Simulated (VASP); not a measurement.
# TaRe3 (I4/mmm) in VASP: single point with r2SCAN

Aim: the single point of TaRe3 with r2SCAN.

Program: VASP 6.6.1. These are calculated values, not measurements. Logs are shortened: lines on timing, memory, paths and dates and some standing lists are left out, and cuts for length are marked.

### 1 The cell of the first run

Symmetry: I4/mmm, No. 139, tetragonal system. Conventional cell: a = 3.759 Å, b = 3.759 Å, c = 8.357 Å, α = 90.00°, β = 90.00°, γ = 90.00°. Within 3.5 Å of Ta (site symmetry 4/mmm) lie 12 Re at 2.66 to 2.81 Å. Re (site symmetry 4/mmm) has 4 Ta at 2.66 Å and 8 Re at 2.81 Å within 3.5 Å. Within 3.5 Å of Re (site symmetry -4m2) lie 8 Re at 2.66 to 2.81 Å and 4 Ta at 2.81 Å.

### 2 Single point, r2SCAN

Contents of POSCAR:

```
TaRe3
1.0
    0.0000000000      3.7588140000      0.0000000000
    3.7588140000      0.0000000000      0.0000000000
    1.8794070000      1.8794070000     -4.1785150000
Ta Re
1 3
Direct
    0.5000000000      0.5000000000      0.0000000000
    0.0000000000      0.0000000000      0.0000000000
    0.7500000000      0.2500000000      0.5000000000
    0.2500000000      0.7500000000      0.5000000000
```

Contents of INCAR.step1:

```
SYSTEM = TaRe3
PREC     = Accurate       ! precision mode
ENCUT    = 520            ! plane-wave cutoff, eV
ISMEAR   = 0              ! smearing method
SIGMA    = 0.2623         ! smearing width, eV
LREAL    = .FALSE.        ! projectors in reciprocal space
LASPH    = .TRUE.         ! aspherical terms in the spheres
NELM     = 60             ! most SCF steps
NBANDS   = 24             ! bands
GGA      = PE             ! functional
ALGO     = Normal         ! electronic algorithm
EDIFF    = 1E-4           ! SCF threshold, eV
LWAVE    = .TRUE.         ! write WAVECAR
LCHARG   = .FALSE.        ! write CHGCAR
```

Contents of INCAR.step2:

```
SYSTEM = TaRe3
PREC     = Accurate       ! precision mode
ENCUT    = 520            ! plane-wave cutoff, eV
EDIFF    = 1E-6           ! SCF threshold, eV
ISMEAR   = 0              ! smearing method
SIGMA    = 0.2623         ! smearing width, eV
LREAL    = .FALSE.        ! projectors in reciprocal space
LASPH    = .TRUE.         ! aspherical terms in the spheres
NELM     = 60             ! most SCF steps
ALGO     = Normal         ! electronic algorithm
ISIF     = 2              ! what is computed and relaxed
LWAVE    = .FALSE.        ! write WAVECAR
LCHARG   = .TRUE.         ! write CHGCAR
METAGGA  = R2SCAN         ! meta-GGA
LMIXTAU  = .TRUE.       
LELF     = .TRUE.         ! ELF
LVHAR    = .TRUE.       
NBANDS   = 24             ! bands
ISTART   = 1
```

Contents of KPOINTS:

```
regular mesh
0
G
  10 10 10
  0 0 0
```

Potentials or basis: VASP PAW PBE potentials, release 64 (Ta_pv, Re).

Launch:

```
$ cat potpaw_PBE.64/Ta_pv/POTCAR potpaw_PBE.64/Re/POTCAR > POTCAR
$ cp INCAR.step1 INCAR
$ mpirun -np 1 vasp_std > vasp.out
$ cp INCAR.step2 INCAR
$ mpirun -np 1 vasp_std > vasp.out
```

OUTCAR:

```text
SYSTEM = TaRe3
   PREC = Accurate
   ENCUT = 520
   EDIFF = 1E-6
   ISMEAR = 0
   LREAL = .FALSE.
   LASPH = .TRUE.
   NELM = 60
   ISIF = 2
   METAGGA = R2SCAN
   ISTART = 1

 ion  position               nearest neighbor table
   1  0.500  0.500  0.000-   2 2.66   2 2.66   2 2.66   2 2.66   4 2.81   3 2.81   4 2.81   3 2.81
                             4 2.81   4 2.81   3 2.81   3 2.81
   2  0.000  0.000  0.000-   1 2.66   1 2.66   1 2.66   1 2.66   4 2.81   3 2.81   4 2.81   4 2.81
                             3 2.81   3 2.81   4 2.81   3 2.81
   3  0.750  0.250  0.500-   4 2.66   4 2.66   4 2.66   4 2.66   1 2.81   1 2.81   2 2.81   1 2.81
                             2 2.81   2 2.81   1 2.81   2 2.81
   4  0.250  0.750  0.500-   3 2.66   3 2.66   3 2.66   3 2.66   2 2.81   1 2.81   2 2.81   2 2.81
                             1 2.81   1 2.81   1 2.81   2 2.81

  LATTYP: Found a body centered tetragonal cell.
 ALAT       =     3.7588140000
 C/A-ratio  =     2.2233156522

  Lattice vectors:

 A1 = (  -1.8794070000,   1.8794070000,   4.1785150000)
 A2 = (   1.8794070000,  -1.8794070000,   4.1785150000)
 A3 = (   1.8794070000,   1.8794070000,  -4.1785150000)

Analysis of symmetry for initial positions (statically):
=====================================================================
 Subroutine PRICEL returns:
 Original cell was already a primitive cell.

 Routine SETGRP: Setting up the symmetry group for a
 body centered tetragonal supercell.

 Subroutine GETGRP returns: Found 16 space group operations
 (whereof 16 operations were pure point group operations)
 out of a pool of 16 trial point group operations.

The static configuration has the point symmetry D_4h.

Analysis of symmetry for dynamics (positions and initial velocities):
=====================================================================
 Subroutine PRICEL returns:
 Original cell was already a primitive cell.

 Routine SETGRP: Setting up the symmetry group for a
 body centered tetragonal supercell.

 Subroutine GETGRP returns: Found 16 space group operations
 (whereof 16 operations were pure point group operations)
 out of a pool of 16 trial point group operations.

The dynamic configuration has the point symmetry D_4h.

 Subroutine INISYM returns: Found 16 space group operations
 (whereof 16 operations are pure point group operations),
 and found     1 'primitive' translations

[... 98 lines left out ...]
   EDIFF  = 0.1E-05   stopping-criterion for ELM
   LREAL  =      F    real-space projection
   EDIFFG = 0.1E-04   stopping-criterion for IOM
   NSW    =      0    number of steps for IOM
   IBRION =     -1    ionic relax: 0-MD 1-quasi-New 2-CG
   NFREE  =      0    steps in history (QN), initial steepest desc. (CG)
   ISIF   =      2    stress and relaxation
   ISYM   =      2    0-nonsym 1-usesym 2-fastsym
   POTIM  = 0.5000    time-step for ionic-motion
   TEBEG  =    0.0;   TEEND  =   0.0 temperature during run
   PSTRESS=    0.0 pullay stress
   NELECT =      32.0000    total number of electrons
   NUPDOWN=      -1.0000    fix difference up-down
   EMIN   =  10.00;   EMAX   =-10.00  energy-range for DOS
   EFERMI =   0.00;   METHOD = LEGACY
   ISMEAR =     0;   SIGMA  =   0.26  broadening in eV -4-tet -1-fermi 0-gaus
   EFERMI_NEDOS =   21; number of points for ismear=-14 and -15
   IALGO  =     38    algorithm
   IMIX   =      4    mixing-type and parameters
     AMIX     =   0.40;   BMIX     =  1.00
     AMIX_MAG =   1.60;   BMIX_MAG =  1.00
  volume/ion in A,a.u.               =      14.76        99.60
  Fermi-wavevector in a.u.,A,eV,Ry     =   1.334802  2.522411 24.241462  1.781697
  Thomas-Fermi vector in A             =   2.463556
   LORBIT       =      0    0 simple, 1 ext, 2 COOP (PROOUT), +10 PAW based schemes
   METAGGA = R2SCAN    functional components
   LHFCALC =     F    Hartree Fock is set to
   AEXX    =    0.0000 exact exchange contribution
   IVDW    =     0    specifies the selected vdW correction
   LEPSILON=     F    determine dielectric tensor
   LRPA    =     F    only Hartree local field effects (RPA)
 non-spin polarized calculation
 Gauss-broadening in eV      SIGMA  =   0.26
  energy-cutoff  :      520.00
  volume of cell :       59.04
 maximum number of plane-waves:      1612
   NGX = 13   NGY = 13   NGZ = 19

 number of electron      32.0000002 magnetization

 Free energy of the ion-electron system (eV)
  ---------------------------------------------------
  ext. energy  EPLUGINS =         0.00000000
  ---------------------------------------------------
  free energy    TOTEN  =      -205.30882813 eV

  energy without entropy =     -205.16719051  energy(sigma->0) =     -205.23800932

 E-fermi :   7.8683     XC(G=0): -14.9593

 val. band max:        7.8673266398   @ k =  -0.1000   0.5000   0.1000
 cond. band min:       7.8686291941   @ k =  -0.2000  -0.4000   0.1000
 fundamental gap:      0.0013025542
 Fermi energy:         7.8682583966

 k-point     1 :       0.0000    0.0000    0.0000
  band No.  band energies     occupation
      1     -27.2853      2.00000
      2     -27.2853      2.00000
      3     -27.2582      2.00000
      4      -2.5190      2.00000
      5       0.8964      2.00000
      6       1.9567      2.00000
[... 637 lines left out ...]
     23      12.4311      0.00000
     24      12.6485      0.00000

 [... further k-points ...]

------------------------ aborting loop because EDIFF is reached ----------------------------------------

  FORCE on cell =-STRESS in cart. coord.  units (eV):
  Direction    XX          YY          ZZ          XY          YZ          ZX
  --------------------------------------------------------------------------------------
  -------------------------------------------------------------------------------------
  Total        9.6039719      9.6039719      4.5915443      0.0000000     -0.0000000     -0.0000000
  in kB      260.6380543    260.6380543    124.6079435      0.0000000     -0.0000000     -0.0000000
  external PRESSURE =     215.2946840 kB  Pullay stress =       0.0000000 kB

 VOLUME and BASIS-vectors are now :
 -----------------------------------------------------------------------------
  energy-cutoff  :      520.00
  volume of cell :       59.04
      direct lattice vectors                 reciprocal lattice vectors
     0.000000000  3.758814000  0.000000000     0.000000000  0.266041363  0.119659736
     3.758814000  0.000000000  0.000000000     0.266041363  0.000000000  0.119659736
     1.879407000  1.879407000 -4.178515000     0.000000000  0.000000000 -0.239319471

 POSITION                                       TOTAL-FORCE (eV/Angst)
 -----------------------------------------------------------------------------------
      1.87941      1.87941      0.00000         0.000000      0.000000      0.000000
      0.00000      0.00000      0.00000         0.000000      0.000000      0.000000
      1.87941      3.75881     -2.08926         0.000000      0.000000      0.000000
      3.75881      1.87941     -2.08926        -0.000000     -0.000000      0.000000
 -----------------------------------------------------------------------------------
    total drift:                                0.000000      0.000000      0.000000

  FREE ENERGIE OF THE ION-ELECTRON SYSTEM (eV)
  ---------------------------------------------------
  free  energy   TOTEN  =      -205.3088281328 eV

  energy  without entropy=     -205.1671905121  energy(sigma->0) =     -205.23800932
```

OUTCAR.step1:

```text
SYSTEM = TaRe3
   PREC = Accurate
   ENCUT = 520
   ISMEAR = 0
   LREAL = .FALSE.
   LASPH = .TRUE.
[... 881 lines left out ...]
      0.00000      0.00000      0.00000        -0.000000      0.000000      0.000000
      1.87941      3.75881     -2.08926        -0.000000     -0.000000      0.000000
      3.75881      1.87941     -2.08926         0.000000      0.000000      0.000000
 -----------------------------------------------------------------------------------
    total drift:                                0.000000      0.000000      0.000000

  FREE ENERGIE OF THE ION-ELECTRON SYSTEM (eV)
  ---------------------------------------------------
  free  energy   TOTEN  =       -48.3153907931 eV

  energy  without entropy=      -48.1669071399  energy(sigma->0) =      -48.24114897
```

OSZICAR.step1:

```text
N       E                     dE             d eps       ncg     rms          rms(c)
DAV:   1     0.173433369778E+03    0.17343E+03   -0.16097E+04  9792   0.162E+03
DAV:   2    -0.374242542328E+02   -0.21086E+03   -0.19413E+03  8400   0.585E+02
DAV:   3    -0.501528216540E+02   -0.12729E+02   -0.11751E+02  8832   0.134E+02
DAV:   4    -0.507466859457E+02   -0.59386E+00   -0.56720E+00  8248   0.306E+01
DAV:   5    -0.507843267345E+02   -0.37641E-01   -0.37318E-01  8656   0.985E+00    0.565E+01
DAV:   6    -0.490094782168E+02    0.17748E+01   -0.26845E+00  9208   0.331E+01    0.231E+01
DAV:   7    -0.486446140721E+02    0.36486E+00   -0.25180E+00  9048   0.261E+01    0.722E+00
DAV:   8    -0.483438354666E+02    0.30078E+00   -0.10389E+00  9344   0.245E+01    0.205E+00
DAV:   9    -0.483199781672E+02    0.23857E-01   -0.98191E-02  8568   0.520E+00    0.727E-01
DAV:  10    -0.483156902331E+02    0.42879E-02   -0.11780E-02  9184   0.144E+00    0.231E-01
DAV:  11    -0.483153483034E+02    0.34193E-03   -0.45038E-04  5680   0.619E-01    0.546E-02
DAV:  12    -0.483153907931E+02   -0.42490E-04   -0.39815E-04  5800   0.219E-01
   1 F= -.48315391E+02 E0= -.48241149E+02  d E =-.148484E+00
```

Run time: 5.5 min. Hardware: 1 thread of Intel Xeon Platinum 8559C (Emerald Rapids), shared host; peak memory 0.27 GiB.

What came out:

- Free energy: -205.3088 eV
- Pressure: 21.5 GPa
- Band gap on the k mesh: zero (bands 16 and 17 overlap by 2.74 eV)

Stress tensor (GPa, compression positive):
```
26.06  0.00  0.00
 0.00 26.06  0.00
 0.00  0.00 12.46
```

Levels at points of the mesh, in eV from the Fermi level:
```csv
k point,band 13,band 14,band 15,band 16,band 17,band 18,band 19,band 20
"(0.00, 0.00, 0.00)",-2.57,-0.69,-0.69,-0.11,0.14,1.75,1.77,3.00
"(0.50, 0.00, 0.00)",-2.51,-1.88,-1.07,0.06,0.11,0.45,0.55,1.52
"(0.50, 0.50, 0.00)",-2.00,-0.94,-0.90,-0.01,0.32,0.70,1.40,1.56
"(0.00, 0.00, 0.50)",-1.38,0.91,0.91,1.91,1.91,3.31,3.63,4.07
```

Caveat: the stress differs along the axes, from 12 to 26 GPa; so wide a smearing shifts energies and pressures; the PAW data sets were made with another functional, which shifts forces and pressure a little; spin-orbit coupling is left out, which moves the levels of the heavy elements.
